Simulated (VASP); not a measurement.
Se: electric field gradients with LDA

Se:

```xyz
3
Lattice="4.3951 0.0000 0.0000 -2.1976 3.8063 0.0000 0.0000 0.0000 4.9864" Properties=species:S:1:pos:R:3 pbc="T T T"
Se    0.9907    0.0000    1.6621
Se   -0.4953    0.8579    3.3243
Se    1.7022    2.9483    0.0000
```

```
Program                : VASP 6.6.1
Task                   : electric field gradients
Functional             : LDA
Potentials or basis    : VASP PAW LDA potentials, release 64 (Se)
Cutoff                 : 520 eV
k mesh                 : 6 × 6 × 5
Occupations            : fermi-dirac, width 0.03 eV
Spin                   : no spin polarisation
Dipole correction      : no
Further INCAR settings : ALGO = Normal; EDIFF = 1e-08; NBANDS = 16
```

The pressure is -2.1 GPa and the largest force is 0.062 eV/Å. The band gap on the k mesh is 1.19 eV (least direct gap 1.38 eV). The largest electric field gradient by atom is Se -499.0 V/Å².

Forces in eV/Å, atoms in the order of the input:
```
Se   0.062  0.000  0.000
Se  -0.031  0.054  0.000
Se  -0.031 -0.054  0.000
```

Stress tensor (GPa, compression positive):
```
-2.38  0.00  0.00
 0.00 -2.38  0.00
 0.00  0.00 -1.60
```

Levels at points of the mesh, in eV from the valence-band top:
```tsv
k point	band 6	band 7	band 8	band 9	band 10	band 11	band 12	band 13
(0.00, 0.00, 0.00)	-3.60	-1.87	-1.87	-0.27	1.87	1.87	2.18	5.94
(0.50, 0.00, 0.00)	-3.28	-2.77	-1.64	-0.86	1.92	2.32	4.06	5.25
```

Electric field gradients, principal values (V/Å²):
| atom | least | middle | greatest (by size) |
| --- | --- | --- | --- |
| 1 Se | 168.617 | 330.391 | -499.007 |
| 2 Se | 168.617 | 330.391 | -499.007 |
| 3 Se | 168.617 | 330.391 | -499.008 |

Wall time 53 s on 1 thread of Intel Xeon 8259CL, on a shared host, peak memory 0.18 GiB.

Caveat: without QUAD_EFG the Cq values of the log hold for a quadrupole moment of 1 mb, not for the nuclei; an odd mesh through Γ misses points on the zone boundary, where band edges can lie.
